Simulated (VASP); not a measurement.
# SnS2 (P-3m1) in VASP: G0W0 quasiparticle levels with PBE

Aim: the G0W0 quasiparticle levels of SnS2 with PBE.

Program: VASP 6.6.1. These are calculated values, not measurements. Logs are shortened: lines on timing, memory, paths and dates and some standing lists are left out, and cuts for length are marked.

### 1 The cell of the first run

Symmetry: P-3m1, No. 164, trigonal system. The conventional cell has a = 3.661 Å, b = 3.661 Å, c = 5.962 Å, α = 90.00°, β = 90.00°, γ = 120.00°. Sn (site symmetry -3m) has 6 S at 2.57 Å within 3.4 Å. Within 3.4 Å of S (site symmetry 3m) lie 3 Sn at 2.57 Å.

### 2 G0W0 quasiparticle levels, PBE

Input file POSCAR:

```
SnS2
1.0
    3.6607548100      0.0000000000      0.0000000000
   -1.8303774050      3.1703066624      0.0000000000
    0.0000000000      0.0000000000      5.9617808746
Sn S
1 2
Direct
    0.0000000000      0.0000000000      0.0000000000
    0.3333333333      0.6666666667      0.2455905346
    0.6666666667      0.3333333333      0.7544094654
```

Input file INCAR.step1:

```
  ALGO = Normal
  EDIFF = 1E-8
  ENCUT = 500
  GGA = PE
  ISMEAR = 0
  LASPH = True
  LCHARG = False
  LREAL = False
  LWAVE = True
  NELM = 60
  PREC = Accurate
  SIGMA = 0.01
```

Input file INCAR.step2:

```
  ALGO = Exact
  EDIFF = 1E-8
  ENCUT = 500
  GGA = PE
  ISMEAR = 0
  ISTART = 1
  LASPH = True
  LCHARG = False
  LOPTICS = True
  LREAL = False
  LWAVE = True
  NBANDS = 219
  NELM = 1
  PREC = Accurate
  SIGMA = 0.01
```

Input file INCAR.step3:

```
  ALGO = EVGW0
  EDIFF = 1E-8
  ENCUT = 500
  ENCUTGW = 120.0
  GGA = PE
  ISMEAR = 0
  ISTART = 1
  LASPH = True
  LCHARG = False
  LREAL = False
  LWAVE = False
  NBANDS = 219
  NBANDSGW = 21
  NELMGW = 1
  NOMEGA = 96
  OMEGAMAX = 20
  PREC = Accurate
  PRECFOCK = Fast
  SIGMA = 0.01
```

Input file KPOINTS:

```
k-points
0
Gamma
  6 6 2
```

Potentials or basis: VASP PAW PBE potentials, release 64 (Sn_d_GW, S_GW).

Started as:

```sh
> cat potpaw_PBE.64/Sn_d_GW/POTCAR potpaw_PBE.64/S_GW/POTCAR > POTCAR
> cp INCAR.step1 INCAR
> mpirun -np 1 vasp_std > vasp.out
> cp INCAR.step2 INCAR
> mpirun -np 1 vasp_std > vasp.out
> cp INCAR.step3 INCAR
> mpirun -np 1 vasp_std > vasp.out
```

OUTCAR:

```text
EDIFF = 1E-8
   ENCUT = 500
   ENCUTGW = 120.0
   GGA = PE
   ISMEAR = 0
   ISTART = 1
   LASPH = True
   LREAL = False
   NELMGW = 1
   PREC = Accurate
   PRECFOCK = Fast

 ion  position               nearest neighbor table
   1  0.000  0.000  0.000-   2 2.57   3 2.57   2 2.57   3 2.57   3 2.57   2 2.57
   2  0.333  0.667  0.246-   1 2.57   1 2.57   1 2.57
   3  0.667  0.333  0.754-   1 2.57   1 2.57   1 2.57

  LATTYP: Found a hexagonal cell.
 ALAT       =     3.6607548100
 C/A-ratio  =     1.6285660155

  Lattice vectors:

 A1 = (   3.6607548100,   0.0000000000,   0.0000000000)
 A2 = (  -1.8303774050,   3.1703066624,   0.0000000000)
 A3 = (   0.0000000000,   0.0000000000,   5.9617808746)

Analysis of symmetry for initial positions (statically):
=====================================================================
 Subroutine PRICEL returns:
 Original cell was already a primitive cell.

 Routine SETGRP: Setting up the symmetry group for a
 hexagonal supercell.

 Subroutine GETGRP returns: Found 12 space group operations
 (whereof 12 operations were pure point group operations)
 out of a pool of 24 trial point group operations.

The static configuration has the point symmetry D_3d.

Analysis of symmetry for dynamics (positions and initial velocities):
=====================================================================
 Subroutine PRICEL returns:
 Original cell was already a primitive cell.

 Routine SETGRP: Setting up the symmetry group for a
 hexagonal supercell.

 Subroutine GETGRP returns: Found 12 space group operations
 (whereof 12 operations were pure point group operations)
 out of a pool of 24 trial point group operations.

The dynamic configuration has the point symmetry D_3d.

 Subroutine INISYM returns: Found 12 space group operations
 (whereof 12 operations are pure point group operations),
 and found     1 'primitive' translations

----------------------------------------------------------------------------------------

                                     Primitive cell

  volume of cell :      69.1907

  direct lattice vectors                    reciprocal lattice vectors
     3.660754810  0.000000000  0.000000000     0.273167708  0.157713450  0.000000000
    -1.830377405  3.170306662  0.000000000     0.000000000  0.315426899  0.000000000
     0.000000000  0.000000000  5.961780875     0.000000000  0.000000000  0.167735115

  length of vectors
     3.660754810  3.660754810  5.961780875     0.315426899  0.315426899  0.167735115

  position of ions in fractional coordinates (direct lattice)
     0.000000000  0.000000000  0.000000000
     0.333333333  0.666666667  0.245590535
     0.666666667  0.333333333  0.754409465

  ion indices of the primitive-cell ions
   primitive index   ion index
                 1           1
                 2           2
                 3           3

----------------------------------------------------------------------------------------

 KPOINTS: k-points

Automatic generation of k-mesh.
 Grid dimensions read from file:
 generate k-points for:    6    6    2

 Generating k-lattice:

  Cartesian coordinates                     Fractional coordinates (reciprocal lattice)
     0.045527951  0.026285575  0.000000000     0.166666667 -0.000000000  0.000000000
     0.000000000  0.052571150  0.000000000     0.000000000  0.166666667  0.000000000
     0.000000000  0.000000000  0.083867557     0.000000000  0.000000000  0.500000000

  Length of vectors
     0.052571150  0.052571150  0.083867557

  Shift w.r.t. Gamma in fractional coordinates (k-lattice)
     0.000000000  0.000000000  0.000000000

 Subroutine IBZKPT returns following result:
 ===========================================

 Found     14 irreducible k-points:

 Following reciprocal coordinates:
            Coordinates               Weight
  0.000000  0.000000  0.000000      1.000000
  0.166667  0.000000  0.000000      6.000000
  0.333333  0.000000  0.000000      6.000000
  0.500000 -0.000000  0.000000      3.000000
  0.166667  0.166667  0.000000      6.000000
  0.333333  0.166667  0.000000     12.000000
  0.333333  0.333333  0.000000      2.000000
  0.000000  0.000000  0.500000      1.000000
  0.166667  0.000000  0.500000      6.000000
  0.333333  0.000000  0.500000      6.000000
  0.500000 -0.000000  0.500000      3.000000
  0.166667  0.166667  0.500000      6.000000
  0.333333  0.166667  0.500000     12.000000
  0.333333  0.333333  0.500000      2.000000
   k-points           NKPTS =     14   k-points in BZ     NKDIM =     72   number of bands    NBANDS=    219
   number of dos      NEDOS =    301   number of ions     NIONS =      3
   total plane-waves  NPLWV =  37632
   dimension x,y,z NGX =    28 NGY =   28 NGZ =   48
   dimension x,y,z NGXF=    56 NGYF=   56 NGZF=   96
   ions per type =               1   2
   NGX,Y,Z   is equivalent  to a cutoff of  12.72, 12.72, 13.38 a.u.
   NGXF,Y,Z  is equivalent  to a cutoff of  25.43, 25.43, 26.77 a.u.
 SYSTEM =  unknown system
   PREC   = accura    normal or accurate (medium, high low for compatibility)
   ISTART =      1    job   : 0-new  1-cont  2-samecut
   ICHARG =      0    charge: 1-file 2-atom 10-const
   ISPIN  =      1    spin polarized calculation?
   LNONCOLLINEAR =      F non collinear calculations
   LSORBIT =      F    spin-orbit coupling
   LASPH  =      T    aspherical Exc in radial PAW
   ENCUT  =  500.0 eV  36.75 Ry    6.06 a.u.   6.67  6.67 10.87*2*pi/ulx,y,z
   NELM   =     60;   NELMIN=  2; NELMDL=  0     # of ELM steps
   EDIFF  = 0.1E-07   stopping-criterion for ELM
   LREAL  =      F    real-space projection
   EDIFFG = 0.1E-06   stopping-criterion for IOM
   NSW    =      0    number of steps for IOM
   IBRION =     -1    ionic relax: 0-MD 1-quasi-New 2-CG
   NFREE  =      0    steps in history (QN), initial steepest desc. (CG)
   ISIF   =      0    stress and relaxation
   ISYM   =      3    0-nonsym 1-usesym 2-fastsym
   POTIM  = 0.5000    time-step for ionic-motion
   TEBEG  =    0.0;   TEEND  =   0.0 temperature during run
   PSTRESS=    0.0 pullay stress
   NELECT =      26.0000    total number of electrons
   NUPDOWN=      -1.0000    fix difference up-down
   EMIN   =  10.00;   EMAX   =-10.00  energy-range for DOS
   EFERMI =   0.00;   METHOD = LEGACY
   ISMEAR =     0;   SIGMA  =   0.01  broadening in eV -4-tet -1-fermi 0-gaus
   EFERMI_NEDOS =   21; number of points for ismear=-14 and -15
   IALGO  =     38    algorithm
   IMIX   =      4    mixing-type and parameters
     AMIX     =   0.40;   BMIX     =  1.00
     AMIX_MAG =   1.60;   BMIX_MAG =  1.00
  volume/ion in A,a.u.               =      23.06       155.64
  Fermi-wavevector in a.u.,A,eV,Ry     =   1.181363  2.232452 18.988538  1.395618
  Thomas-Fermi vector in A             =   2.317638
   LORBIT       =      0    0 simple, 1 ext, 2 COOP (PROOUT), +10 PAW based schemes
   GGA     = PE    functional components
   LHFCALC =     T    Hartree Fock is set to
   PRECFOCK=fast      Normal, Fast or Accurate (Low or Medium for compatibility)
   ENCUT4O =  -1.0   cutoff for four orbital integrals eV
   NKREDX  =     1    reduce k-point grid by
   NKREDY  =     1    reduce k-point grid by
   NKREDZ  =     1    reduce k-point grid by
   AEXX    =    1.0000 exact exchange contribution
   HFSCREEN=    0.0000 screening length (either q_TF or 0.3 A-1)
   HFSCREENC=   0.0000 screening length for correlation (either q_TF or 0.3 A-1)
   ENCUTFOCK=  -1.0 apply spherical cutoff to Coloumb kernel
   IVDW    =     0    specifies the selected vdW correction
   LEPSILON=     F    determine dielectric tensor
   LRPA    =     F    only Hartree local field effects (RPA)
   LRPAFORCE           =     F    calculate RPA forces
   ENCUTGW             = 120.0    cutoff for response function in eV
   ENCUTGWSOFT         =  96.0    soft cutoff for Coulomb kernel in GW response function in eV
   ENCUTLF             =  -1.0    cutoff for local field effects
   NELMGW              =     1    number of iterations in solving QP/BSE equation
   NELMHF              =     1    number of iterations in the inner HF iteration
   NKREDLFX            =     1    NKREDLFY  =   1   NKREDLFZ  =   1
 non-spin polarized calculation
 Gauss-broadening in eV      SIGMA  =   0.01
  energy-cutoff  :      500.00
  volume of cell :       69.19
 maximum number of plane-waves:      1762
 NGX is ok and might be reduce to    28
  NGX = 16; NGY = 16; NGZ = 28
   NGX = 13   NGY = 13   NGZ = 21
 maximum number of plane-waves:       214
 NGX is ok and might be reduce to    14

 QP shifts <psi_nk| G(iteration)W_0 |psi_nk>: iteration 1
 for sc-GW calculations column KS-energies equals QP-energies in previous step
 and V_xc(KS)=  KS-energies - (<T + V_ion + V_H > + <T+V_H+V_ion>^1  + <V_x>^1)

 k-point   1 :       0.0000    0.0000    0.0000
  band No.  KS-energies  QP-energies   sigma(KS)   V_xc(KS)     V^pw_x(r,r')   Z            occupation Imag(sigma)

      1     -17.3938     -19.9575     -21.0108     -17.4746     -27.1524       0.7250       2.0000       0.2040
      2     -17.3938     -19.9575     -21.0108     -17.4746     -27.1524       0.7250       2.0000       0.2040
      3     -17.3531     -19.8702     -20.9606     -17.4448     -27.0168       0.7159       2.0000       0.1195
      4     -17.3261     -19.8805     -21.0227     -17.4960     -27.0852       0.7243       2.0000       0.1336
      5     -17.3261     -19.8805     -21.0227     -17.4960     -27.0852       0.7243       2.0000       0.1336
      6     -10.1983     -10.3336     -12.8555     -12.6279     -20.7673       0.5946       2.0000       1.3275
[... 13 lines left out ...]
     20      12.9912      13.3877     -10.2405     -10.7566      -5.1708       0.7683       0.0000      -0.2066
     21      14.0135      14.1670      -9.5631      -9.7648      -4.2432       0.7613       0.0000      -0.3084

 k-point   2 :       0.1667    0.0000    0.0000
  band No.  KS-energies  QP-energies   sigma(KS)   V_xc(KS)     V^pw_x(r,r')   Z            occupation Imag(sigma)

      1     -17.4109     -19.9649     -20.9818     -17.4595     -27.1597       0.7251       2.0000       0.2259
      2     -17.3794     -19.9542     -21.0362     -17.4935     -27.1879       0.7268       2.0000       0.2142
      3     -17.3430     -19.8727     -20.9800     -17.4617     -27.0398       0.7190       2.0000       0.1251
      4     -17.3339     -19.8725     -20.9936     -17.4762     -27.0477       0.7217       2.0000       0.1234
      5     -17.3242     -19.8762     -21.0122     -17.4915     -27.0637       0.7248       2.0000       0.1244
      6      -9.8934     -10.0480     -12.9748     -12.7136     -20.7598       0.5919       2.0000       1.2408
[... 13 lines left out ...]
     20      13.2874      13.6861     -10.0407     -10.5557      -4.9091       0.7741       0.0000      -0.2262
     21      13.5424      13.8531      -9.4419      -9.8426      -4.3806       0.7754       0.0000      -0.2248
[... 258 lines left out ...]
      5     -17.2950     -19.8528     -21.0282     -17.5100     -27.0728       0.7270       2.0000       0.1182
      6      -8.3082      -8.5309     -13.8060     -13.4491     -21.0448       0.6241       2.0000       0.9754
[... 13 lines left out ...]
     20      13.6780      13.9980      -9.9009     -10.3189      -4.6355       0.7656       0.0000      -0.2416
     21      14.0016      14.3056     -10.0501     -10.4519      -4.6943       0.7564       0.0000      -0.2831

 k-point  14 :       0.3333    0.3333    0.5000
  band No.  KS-energies  QP-energies   sigma(KS)   V_xc(KS)     V^pw_x(r,r')   Z            occupation Imag(sigma)

      1     -17.4167     -19.9483     -20.9563     -17.4538     -27.1904       0.7228       2.0000       0.2571
      2     -17.4167     -19.9483     -20.9563     -17.4538     -27.1904       0.7228       2.0000       0.2571
      3     -17.3254     -19.8576     -20.9904     -17.4813     -27.0368       0.7216       2.0000       0.1189
      4     -17.3254     -19.8576     -20.9904     -17.4813     -27.0368       0.7216       2.0000       0.1189
      5     -17.3026     -19.8505     -21.0176     -17.4968     -27.0616       0.7237       2.0000       0.1166
      6      -7.7393      -7.9659     -14.1791     -13.8247     -21.3141       0.6393       2.0000       0.9492
[... 13 lines left out ...]
     20      13.1088      13.4093      -9.9661     -10.3573      -4.8132       0.7680       0.0000      -0.2170
     21      13.1088      13.4093      -9.9661     -10.3573      -4.8132       0.7680       0.0000      -0.2170
```

It took 19 min on 1 thread of Intel Xeon 6975P-C (Granite Rapids), shared host; peak memory 1.1 GiB.

Results:

```
Quasiparticle gap                                   : 2.37 eV
Least direct quasiparticle gap                      : 2.77 eV
Band gap of the starting levels on the mesh         : 1.52 eV
Least direct gap of the starting levels on the mesh : 1.94 eV
```

Caveat: the k points lie up to 0.53 Å⁻¹ apart; bands, screening cutoff and mesh are small and nothing is extrapolated, so the quasiparticle values aren't converged; spin-orbit coupling is left out, which moves the levels of the heavy elements.
